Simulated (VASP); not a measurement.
# ZrN: single point with LDA

ZrN:

```xyz
2
Lattice="0.0000 2.1767 2.1767 2.1767 0.0000 2.1767 2.1767 2.1767 0.0000" Properties=species:S:1:pos:R:3 pbc="T T T"
Zr    2.1767    2.1767    2.1767
N     0.0000    0.0000    0.0000
```

| Item | Value |
| --- | --- |
| Program | VASP 6.6.1 |
| Task | single point |
| Functional | LDA |
| Potentials or basis | VASP PAW LDA potentials, release 64 (Zr_sv, N) |
| Cutoff | 600 eV |
| k mesh | 8 × 8 × 8 |
| Occupations | methfessel-paxton, width 0.013 eV |
| Spin | no spin polarisation |
| Dipole correction | no |
| Further INCAR settings | ALGO = Normal; EDIFF = 1e-06; NBANDS = 16 |

The pressure is 43.4 GPa.

Levels at points of the mesh, in eV from the Fermi level:
| k point | band 6 | band 7 | band 8 | band 9 | band 10 | band 11 | band 12 | band 13 |
| --- | --- | --- | --- | --- | --- | --- | --- | --- |
| (0.00, 0.00, 0.00) | -2.82 | -2.82 | -2.82 | -0.53 | -0.53 | -0.53 | 1.91 | 1.91 |
| (0.50, 0.00, 0.00) | -8.44 | -6.48 | -6.48 | 3.77 | 3.85 | 3.85 | 5.55 | 9.55 |
| (0.50, 0.50, 0.00) | -4.24 | -4.22 | -3.12 | -3.12 | 4.17 | 5.70 | 5.70 | 6.85 |

Run time: 16 s on 1 thread of Intel(R) Xeon(R) Platinum 8488C (Sapphire Rapids), on a shared host, peak memory 0.15 GiB.
